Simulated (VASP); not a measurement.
# Re (R-3m) in VASP: further runs

Runs on Re. Level: PBEsol. Tasks: single point.

Program: VASP 6.6.1. These are calculated values, not measurements. Logs are shortened: lines on timing, memory, paths and dates and some standing lists are left out, and cuts for length are marked.

## Step 1: The cell of the first run

Symmetry: R-3m, No. 166, trigonal system. Conventional cell: a = 2.768 Å, b = 2.768 Å, c = 20.297 Å, α = 90.00°, β = 90.00°, γ = 120.00°. Within 3.6 Å of Re (site symmetry -3m) lie 12 Re at 2.76 to 2.77 Å. Re (site symmetry 3m) has 12 Re at 2.76 to 2.77 Å within 3.6 Å.

## Step 2: Single point, PBEsol (zz strain of +1 %)

INCAR

```
PREC     = Accurate       # precision mode
ENCUT    = 520            # plane-wave cutoff, eV
EDIFF    = 1E-7           # SCF threshold, eV
ISMEAR   = -1             # smearing method
SIGMA    = 0.05           # smearing width, eV
LREAL    = False          # projectors in reciprocal space
LASPH    = True           # aspherical terms in the spheres
NELM     = 100            # most SCF steps
ALGO     = Normal         # electronic algorithm
ISIF     = 2              # what is computed and relaxed
LWAVE    = False          # write WAVECAR
LCHARG   = False          # write CHGCAR
GGA      = PS             # functional
NBANDS   = 18             # bands
```

KPOINTS

```
Automatic mesh
0
Gamma
  15 15 15
```

POSCAR

```
Re
1.0
    1.3839231524      0.7990084046      6.7655941694
   -1.3839231524      0.7990084046      6.7655941694
    0.0000000000     -1.5980168092      6.7655941694
Re
3
Direct
    0.0000000000      0.0000000000      0.0000000000
    0.2221738800      0.2221738800      0.2221738800
    0.7778261200      0.7778261200      0.7778261200
```

Potentials or basis: VASP PAW PBE potentials, release 64 (Re).

Started as:

```
$ cat potpaw_PBE.64/Re/POTCAR > POTCAR
$ mpirun -np 1 vasp_std > vasp.out
```

OUTCAR:

```text
PREC = Accurate
   ENCUT = 520
   EDIFF = 1E-7
   ISMEAR = -1
   LREAL = False
   LASPH = True
   NELM = 100
   ISIF = 2
   GGA = PS

 ion  position               nearest neighbor table
   1  0.000  0.000  0.000-   3 2.76   3 2.76   2 2.76   2 2.76   3 2.76   2 2.76
   2  0.222  0.222  0.222-   3 2.76   3 2.76   3 2.76   1 2.76   1 2.76   1 2.76
   3  0.778  0.778  0.778-   2 2.76   2 2.76   2 2.76   1 2.76   1 2.76   1 2.76

  LATTYP: Found a trigonal (rhomboedric) cell.
 ALAT       =     6.9517567699
 COS(alpha) =     0.9207380398

  Lattice vectors:

 A1 = (   1.3839231524,   0.7990084046,   6.7655941694)
 A2 = (  -1.3839231524,   0.7990084046,   6.7655941694)
 A3 = (   0.0000000000,  -1.5980168092,   6.7655941694)

Analysis of symmetry for initial positions (statically):
=====================================================================
 Subroutine PRICEL returns:
 Original cell was already a primitive cell.

 Routine SETGRP: Setting up the symmetry group for a
 trigonal (rhombohedral) supercell.

 Subroutine GETGRP returns: Found 12 space group operations
 (whereof 12 operations were pure point group operations)
 out of a pool of 12 trial point group operations.

The static configuration has the point symmetry D_3d.

Analysis of symmetry for dynamics (positions and initial velocities):
=====================================================================
 Subroutine PRICEL returns:
 Original cell was already a primitive cell.

 Routine SETGRP: Setting up the symmetry group for a
 trigonal (rhombohedral) supercell.

 Subroutine GETGRP returns: Found 12 space group operations
 (whereof 12 operations were pure point group operations)
 out of a pool of 12 trial point group operations.

The dynamic configuration has the point symmetry D_3d.

 Subroutine INISYM returns: Found 12 space group operations
 (whereof 12 operations are pure point group operations),
 and found     1 'primitive' translations

----------------------------------------------------------------------------------------

                                     Primitive cell

  volume of cell :      44.8870

  direct lattice vectors                    reciprocal lattice vectors
     1.383923152  0.799008405  6.765594169     0.361291737  0.208591882  0.049268893
    -1.383923152  0.799008405  6.765594169    -0.361291737  0.208591882  0.049268893
     0.000000000 -1.598016809  6.765594169     0.000000000 -0.417183764  0.049268893

  length of vectors
     6.951756770  6.951756770  6.951756770     0.420082987  0.420082987  0.420082987

[... 84 lines left out ...]
   EDIFFG = 0.1E-05   stopping-criterion for IOM
   NSW    =      0    number of steps for IOM
   IBRION =     -1    ionic relax: 0-MD 1-quasi-New 2-CG
   NFREE  =      0    steps in history (QN), initial steepest desc. (CG)
   ISIF   =      2    stress and relaxation
   ISYM   =      2    0-nonsym 1-usesym 2-fastsym
   POTIM  = 0.5000    time-step for ionic-motion
   TEBEG  =    0.0;   TEEND  =   0.0 temperature during run
   PSTRESS=    0.0 pullay stress
   NELECT =      21.0000    total number of electrons
   NUPDOWN=      -1.0000    fix difference up-down
   EMIN   =  10.00;   EMAX   =-10.00  energy-range for DOS
   EFERMI =   0.00;   METHOD = LEGACY
   ISMEAR =    -1;   SIGMA  =   0.05  broadening in eV -4-tet -1-fermi 0-gaus
   EFERMI_NEDOS =   21; number of points for ismear=-14 and -15
   IALGO  =     38    algorithm
   IMIX   =      4    mixing-type and parameters
     AMIX     =   0.40;   BMIX     =  1.00
     AMIX_MAG =   1.60;   BMIX_MAG =  1.00
  volume/ion in A,a.u.               =      14.96       100.97
  Fermi-wavevector in a.u.,A,eV,Ry     =   1.270889  2.401633 21.975584  1.615160
  Thomas-Fermi vector in A             =   2.403852
   LORBIT       =      0    0 simple, 1 ext, 2 COOP (PROOUT), +10 PAW based schemes
   GGA     = PS    functional components
   LHFCALC =     F    Hartree Fock is set to
   AEXX    =    0.0000 exact exchange contribution
   IVDW    =     0    specifies the selected vdW correction
   LEPSILON=     F    determine dielectric tensor
   LRPA    =     F    only Hartree local field effects (RPA)
 non-spin polarized calculation
  energy-cutoff  :      520.00
  volume of cell :       44.89
 maximum number of plane-waves:      1223
 NGX is ok and might be reduce to    54
   NGX = 25   NGY = 25   NGZ = 25

 number of electron      21.0000000 magnetization

 Free energy of the ion-electron system (eV)
  ---------------------------------------------------
  ext. energy  EPLUGINS =         0.00000000
  ---------------------------------------------------
  free energy    TOTEN  =       -40.03828654 eV

  energy without entropy =      -40.01684359  energy(sigma->0) =      -40.02756507

 E-fermi :   7.6095     XC(G=0): -13.7283

 val. band max:        7.6091347985   @ k =  -0.1333   0.1333   0.0667
 cond. band min:       7.6109648662   @ k =   0.3333   0.2000   0.0667
 fundamental gap:      0.0018300677
 Fermi energy:         7.6095227377

 k-point     1 :       0.0000    0.0000    0.0000
  band No.  band energies     occupation
      1      -2.2700      2.00000
      2       0.7555      2.00000
      3       0.8137      2.00000
      4       5.7274      2.00000
      5       5.7274      2.00000
      6       5.7286      2.00000
[... 481 lines left out ...]
      5       4.3543      2.00000
      6       4.9223      2.00000
[... 10 lines left out ...]
     17      11.2996      0.00000
     18      12.2599      0.00000

 [... further k-points ...]

------------------------ aborting loop because EDIFF is reached ----------------------------------------

  FORCE on cell =-STRESS in cart. coord.  units (eV):
  Direction    XX          YY          ZZ          XY          YZ          ZX
  --------------------------------------------------------------------------------------
  -------------------------------------------------------------------------------------
  Total       -2.3865560     -2.3865560     -3.8267434      0.0000000      0.0000000      0.0000000
  in kB      -85.1847205    -85.1847205   -136.5901592      0.0000000      0.0000000      0.0000000
  external PRESSURE =    -102.3198668 kB  Pullay stress =       0.0000000 kB

 VOLUME and BASIS-vectors are now :
 -----------------------------------------------------------------------------
  energy-cutoff  :      520.00
  volume of cell :       44.89
      direct lattice vectors                 reciprocal lattice vectors
     1.383923152  0.799008405  6.765594169     0.361291737  0.208591882  0.049268893
    -1.383923152  0.799008405  6.765594169    -0.361291737  0.208591882  0.049268893
     0.000000000 -1.598016809  6.765594169     0.000000000 -0.417183764  0.049268893

 POSITION                                       TOTAL-FORCE (eV/Angst)
 -----------------------------------------------------------------------------------
      0.00000      0.00000      0.00000         0.000000      0.000000     -0.000000
      0.00000      0.00000      4.50941         0.000000     -0.000000     -0.048092
      0.00000      0.00000     15.78737         0.000000     -0.000000      0.048092
 -----------------------------------------------------------------------------------
    total drift:                                0.000000     -0.000000     -0.000000

  FREE ENERGIE OF THE ION-ELECTRON SYSTEM (eV)
  ---------------------------------------------------
  free  energy   TOTEN  =       -40.0382865449 eV

  energy  without entropy=      -40.0168435868  energy(sigma->0) =      -40.02756507
```

stdout:

```text
POSCAR found type information on POSCAR Re
 POSCAR found :  1 types and       3 ions
 scaLAPACK will be used
 -----------------------------------------------------------------------------
|                                                                             |
|                                                                             |
|     You enforced a specific xc type in the INCAR file but a different       |
|     I HOPE YOU KNOW WHAT YOU ARE DOING!                                     |
|                                                                             |
 -----------------------------------------------------------------------------

 LDA part: xc-table for (Slater+PW92), standard interpolation
 POSCAR, INCAR and KPOINTS ok, starting setup
 FFT: planning ... GRIDC
 FFT: planning ... GRID_SOFT
 FFT: planning ... GRID
 WAVECAR not read
 entering main loop
```

Run time: 26 min. Hardware: 1 thread of Intel Xeon Platinum 8488C (Sapphire Rapids), shared host; peak memory 0.54 GiB.

What came out:

| Item | Value |
| --- | --- |
| Free energy | -40.0383 eV |
| Pressure | -10.2 GPa |
| Largest force | 0.048 eV/Å |
| Band gap on the k mesh | zero (an odd number of electrons rules out a gap without spin polarisation) |

Forces in eV/Å, atoms in the order of the input:
```
Re   0.000  0.000  0.000
Re   0.000  0.000 -0.048
Re   0.000  0.000  0.048
```

Stress tensor (GPa, compression positive):
```
 -8.52   0.00   0.00
  0.00  -8.52   0.00
  0.00   0.00 -13.66
```

Caveat: the cell differs from its parent crystal (zz strain of +1 %); the stress differs along the axes, from -14 to -9 GPa; the PAW data sets were made with another functional, which shifts forces and pressure a little; spin-orbit coupling is left out, which moves the levels of the heavy elements.

## Step 3: Single point, PBEsol (zz strain of +3 %)

INCAR

```
  PREC = Accurate
  ENCUT = 520
  EDIFF = 1E-6
  ISMEAR = -1
  SIGMA = 0.05
  LREAL = False
  LASPH = True
  NELM = 80
  ALGO = Normal
  ISIF = 2
  LWAVE = False
  LCHARG = False
  GGA = PS
  NBANDS = 18
```

KPOINTS

```
regular mesh
0
Gamma
  15 15 15
```

POSCAR

```
Re
1.0
    1.3839231524      0.7990084046      6.8995663312
   -1.3839231524      0.7990084046      6.8995663312
    0.0000000000     -1.5980168092      6.8995663312
Re
3
Direct
    0.0000000000      0.0000000000      0.0000000000
    0.2221738800      0.2221738800      0.2221738800
    0.7778261200      0.7778261200      0.7778261200
```

Potentials or basis: VASP PAW PBE potentials, release 64 (Re).

Started as:

```
$ cat potpaw_PBE.64/Re/POTCAR > POTCAR
$ mpirun -np 1 vasp_std > vasp.out
```

Wall time 20 min (1 thread of Intel Xeon Platinum 8488C (Sapphire Rapids), shared host); peak memory 0.55 GiB.

The run converged. Its results:

```yaml
Free_energy: -39.9315 eV
Pressure: -16.6 GPa
Largest_force: 0.081 eV/Å
Band_gap_on_the_k_mesh: zero (an odd number of electrons rules out a gap without spin polarisation)
```

Forces in eV/Å, atoms in the order of the input:
```
Re   0.000  0.000  0.000
Re   0.000  0.000 -0.081
Re   0.000  0.000  0.081
```

Stress tensor (GPa, compression positive):
```
-12.57   0.00   0.00
  0.00 -12.57   0.00
  0.00   0.00 -24.76
```

Levels at points of the mesh, in eV from the Fermi level:
| k point | band 7 | band 8 | band 9 | band 10 | band 11 | band 12 | band 13 | band 14 |
| --- | --- | --- | --- | --- | --- | --- | --- | --- |
| (0.00, 0.00, 0.00) | -1.76 | -1.76 | -1.45 | -1.45 | -1.07 | -1.07 | 0.66 | 0.66 |

Caveat: the cell differs from its parent crystal (zz strain of +3 %); the stress differs along the axes, from -25 to -13 GPa; the PAW data sets were made with another functional, which shifts forces and pressure a little; spin-orbit coupling is left out, which moves the levels of the heavy elements.
